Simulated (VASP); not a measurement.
Wanted: the native input for a VASP 6.6.1 run.

- Task: single point
- Functional: PBE
- Potentials or basis: VASP PAW PBE potentials, release 64 (W_sv, O)
- Cutoff: 520 eV
- k mesh: 10 × 10 × 10
- Occupations: gaussian, width 0.02 eV
- Spin: collinear spin, ferromagnetic start
- Starting moments: [1.0, 0.0] μB
- Hubbard terms: W d U = 6.2 eV
- Dipole correction: no
- Further INCAR settings: ALGO = Normal; EDIFF = 1e-06; NBANDS = 21

The structure of WO lies in POSCAR:

```
WO
1.0
    0.0000000000      2.2945749131      2.2945749131
    2.2945749131      0.0000000000      2.2945749131
    2.2945749131      2.2945749131      0.0000000000
W O
1 1
Direct
    0.0000000000      0.0000000000      0.0000000000
    0.2500000000      0.2500000000      0.2500000000
```

The input as run:

INCAR

```
ALGO = Normal
EDIFF = 1E-6
ENCUT = 520
GGA = PE
ISIF = 2
ISMEAR = 0
ISPIN = 2
LASPH = True
LCHARG = False
LDAU = True
LDAUJ = 0 0
LDAUL = 2 -1
LDAUPRINT = 1
LDAUTYPE = 2
LDAUU = 6.2 0
LMAXMIX = 4
LORBIT = 11
LREAL = False
LWAVE = False
MAGMOM = 1 0
NBANDS = 21
NELM = 150
PREC = Accurate
SIGMA = 0.02
```

KPOINTS

```
k-points
0
Gamma
  10 10 10
```

Potentials or basis: VASP PAW PBE potentials, release 64 (W_sv, O).

Command:

```bash
$ cat potpaw_PBE.64/W_sv/POTCAR potpaw_PBE.64/O/POTCAR > POTCAR
$ mpirun -np 1 vasp_std > vasp.out
```

It gave:

```json
{"Pressure": "50.9 GPa", "Band gap on the k mesh": "0.30 eV, indirect (least direct gap 1.07 eV)", "Net moment": "2.00 μB per cell", "Site moments": "W +1.68; O +0.07 μB", "Valence electrons inside the program's atomic spheres": "W 11.92; O 5.21"}
```

Caveat: spin-orbit coupling is left out, which moves the levels of the heavy elements.

Run time: 19 s on 1 thread of Intel(R) Xeon(R) 6975P-C (Granite Rapids), on a shared host, peak memory 0.17 GiB.
